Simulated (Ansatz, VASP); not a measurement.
## Two plane-wave programs on Pt

The input INCAR:

```
PREC     = Accurate       # precision mode
ENCUT    = 500            # plane-wave cutoff, eV
EDIFF    = 1E-6           # SCF threshold, eV
ISMEAR   = -1             # smearing method
SIGMA    = 0.01           # smearing width, eV
LREAL    = F              # projectors in reciprocal space
LASPH    = T              # aspherical terms in the spheres
NELM     = 120            # most SCF steps
ALGO     = Normal         # electronic algorithm
ISIF     = 2              # what is computed and relaxed
LWAVE    = F              # write WAVECAR
LCHARG   = T              # write CHGCAR
GGA      = PS             # functional
LELF     = T              # ELF
LVHAR    = T            
NBANDS   = 11             # bands
GGA_COMPAT= F
```

File KPOINTS:

```
Automatic mesh
0
Gamma
  10 10 10
```

Contents of POSCAR:

```
Pt
1.0
   -1.5842200000      1.5842200000      1.5842200000
    1.5842200000     -1.5842200000      1.5842200000
    1.5842200000      1.5842200000     -1.5842200000
Pt
1
Direct
    0.0000000000      0.0000000000      0.0000000000
```

Input for Ansatz:

```yaml
crystal:
  lattice:
    - [-1.58422, 1.58422, 1.58422]
    - [1.58422, -1.58422, 1.58422]
    - [1.58422, 1.58422, -1.58422]
  atoms:
    - { symbol: Pt, position: [0.0, 0.0, 0.0] }
accuracy: medium
kpoints:
  mp_grid:
    grid: [10, 10, 10]
    shift: [0.0, 0.0, 0.0]
hamiltonian:
  xc: pbesol
scf:
  n_extra_bands: 4
  convergence:
    dr2_threshold: 1.0e-08
  occupations:
    method: fermi_dirac
    width: 0.01
output:
  stress: true
```

Alike in both runs: task single point; functional PBEsol; k mesh 10 × 10 × 10; occupations fermi-dirac, width 0.01 eV; no spin polarisation.

|  | VASP | Ansatz |
| --- | --- | --- |
| version | VASP 6.6.1 | Ansatz 0.2.0 |
| potentials or method | VASP PAW PBE potentials, release 64 (Pt) | plane waves, PAW |
| plane-wave cutoff (eV) | 500 | 420 |
| valence electrons in the cell | 10 | 18 |

```csv
,VASP,Ansatz,Ansatz less VASP
pressure (GPa),-11.3,-11.0,+0.36
```

VASP's potentials were made for PBE, not for PBEsol. The functional is the same, so the differences come from potentials, cutoffs and numerics. VASP's potentials hold 10 valence electrons a cell and Ansatz's 18, so a difference there can come from the potentials and not from the codes. Ansatz's warnings: stress scf threshold loose.

Neither program's run includes spin-orbit coupling.
